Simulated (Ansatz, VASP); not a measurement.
Ba2C3 in VASP and in Ansatz

```xyz
5
Lattice="4.7857 0.0000 0.0000 0.0000 4.7857 0.0000 0.0000 0.0000 4.7857" Properties=species:S:1:pos:R:3 pbc="T T T"
Ba    2.3929    2.3929    2.3929
Ba    0.0000    0.0000    0.0000
C     2.3929    0.0000    0.0000
C     0.0000    2.3929    0.0000
C     0.0000    0.0000    2.3929
```

Alike in both runs: functional PBE; k mesh 8 × 8 × 8; occupations gaussian, width 0.1 eV; no spin polarisation.

Ansatz relaxed the structure, and its values are those at the end. VASP's run is a single point on that final structure, the one shown.

```csv
,VASP,Ansatz
version,VASP 6.6.1,Ansatz 0.2.0
potentials or method,"VASP PAW PBE potentials, release 64 (Ba_sv, C), cutoff 520 eV","scalar-relativistic, plane waves, PAW"
valence electrons in the cell,32,32
```

|  | VASP | Ansatz | Ansatz less VASP |
| --- | --- | --- | --- |
| gap on the k mesh at the Fermi level (eV) | none | none | - |
| pressure (GPa) | 2.4 | 0.0 | -2.44 |

A gap of «none» marks a metal or a gap that the smearing closes.

Spin-orbit coupling is off throughout.
